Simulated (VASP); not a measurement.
Wanted: the native input for a VASP 6.6.1 run.

```
Task                   : single point
Functional             : PBE
Potentials or basis    : VASP PAW PBE potentials, release 64 (Mo_sv, S)
Cutoff                 : 520 eV
k mesh                 : 7 × 7 × 2
Occupations            : methfessel-paxton, width 0.15 eV
Spin                   : no spin polarisation
Dipole correction      : no
Further INCAR settings : ALGO = Normal; EDIFF = 1e-06; NBANDS = 35
```

The structure of MoS2 lies in POSCAR:

```
MoS2
1.0
    3.1690000000      0.0000000000      0.0000000000
   -1.5845000000      2.7444345000      0.0000000000
    0.0000000000      0.0000000000     12.3240000000
Mo S
2 4
Direct
    0.3333333333      0.6666666667      0.2500000000
    0.6666666667      0.3333333333      0.7500000000
    0.3333333333      0.6666666667      0.6230000000
    0.6666666667      0.3333333333      0.1230000000
    0.3333333333      0.6666666667      0.8770000000
    0.6666666667      0.3333333333      0.3770000000
```

The input as run:

INCAR

```
PREC     = Accurate       # precision mode
ENCUT    = 520            # plane-wave cutoff, eV
EDIFF    = 1E-6           # SCF threshold, eV
ISMEAR   = 1              # smearing method
SIGMA    = 0.15           # smearing width, eV
LREAL    = False          # projectors in reciprocal space
LASPH    = True           # aspherical terms in the spheres
NELM     = 80             # most SCF steps
ALGO     = Normal         # electronic algorithm
ISIF     = 2              # what is computed and relaxed
LWAVE    = False          # write WAVECAR
LCHARG   = False          # write CHGCAR
GGA      = PE             # functional
NBANDS   = 35             # bands
```

KPOINTS

```
regular mesh
0
Gamma
  7 7 2
```

Potentials or basis: VASP PAW PBE potentials, release 64 (Mo_sv, S).

Launch:

```bash
$ cat potpaw_PBE.64/Mo_sv/POTCAR potpaw_PBE.64/S/POTCAR > POTCAR
$ mpirun -np 1 vasp_std > vasp.out
```

It gave:

| Property | Result |
| --- | --- |
| Pressure | 1.8 GPa |
| Largest force | 0.078 eV/Å |
| Band gap on the k mesh | 1.00 eV, indirect (least direct gap 2.05 eV) |

Caveat: this functional lacks dispersion, which binds the layers, so the pressure and a relaxed spacing across them are unreliable.

It took 25 s on 1 thread of Intel(R) Xeon(R) 6975P-C (Granite Rapids), with other jobs on the host, peak memory 0.24 GiB.
